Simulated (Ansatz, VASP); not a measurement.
# Al in VASP and in Ansatz

Contents of INCAR:

```
SYSTEM = Al
ALGO = Normal
EDIFF = 1E-6
ENCUT = 520
GGA = PE
ISIF = 2
ISMEAR = 0
LASPH = .True.
LCHARG = .False.
LREAL = .False.
LWAVE = .False.
NBANDS = 8
NELM = 100
PREC = Accurate
SIGMA = 0.15
```

KPOINTS

```
k-points
0
Gamma
  20 20 20
  0 0 0
```

The input POSCAR:

```
Al
1.0
    0.0000000000      2.0745795000      2.0239800000
    2.0745795000      0.0000000000      2.0239800000
    2.0745795000      2.0745795000      0.0000000000
Al
1
Direct
    0.0000000000      0.0000000000      0.0000000000
```

Input for Ansatz:

```yaml
crystal:
  lattice:
    - [0.0, 2.0745795, 2.02398]
    - [2.0745795, 0.0, 2.02398]
    - [2.0745795, 2.0745795, 0.0]
  atoms:
    - { symbol: Al, position: [0.0, 0.0, 0.0] }
basis:
  ecutwfc: 420
kpoints:
  mp_grid: { grid: [20, 20, 20] }
hamiltonian:
  xc: pbe
scf:
  occupations: { method: gaussian, width: 0.15 }
output:
  forces: true
  stress: true
  eigenvalues: true
```

Change from the starting cell: strain +0.025 along x and y, +0.000 along z, atoms carried along.

Alike in both runs: task single point; functional PBE; k mesh 20 × 20 × 20; occupations gaussian, width 0.15 eV; no spin polarisation.

```csv
,VASP,Ansatz
version,VASP 6.6.1,Ansatz 0.2.0
potentials or method,"VASP PAW PBE potentials, release 64 (Al), cutoff 520 eV","scalar-relativistic, plane waves, PAW"
valence electrons in the cell,3,3
```

|  | VASP | Ansatz | Ansatz less VASP |
| --- | --- | --- | --- |
| gap on the k mesh at the Fermi level (eV) | none | none | - |
| pressure (GPa) | -3.7 | -3.7 | +0.03 |
| traceless stress, the component that is largest in VASP (GPa) | 0.22 | 0.22 | +0.006 |

A gap of «none» marks a metal or a gap that the smearing closes.
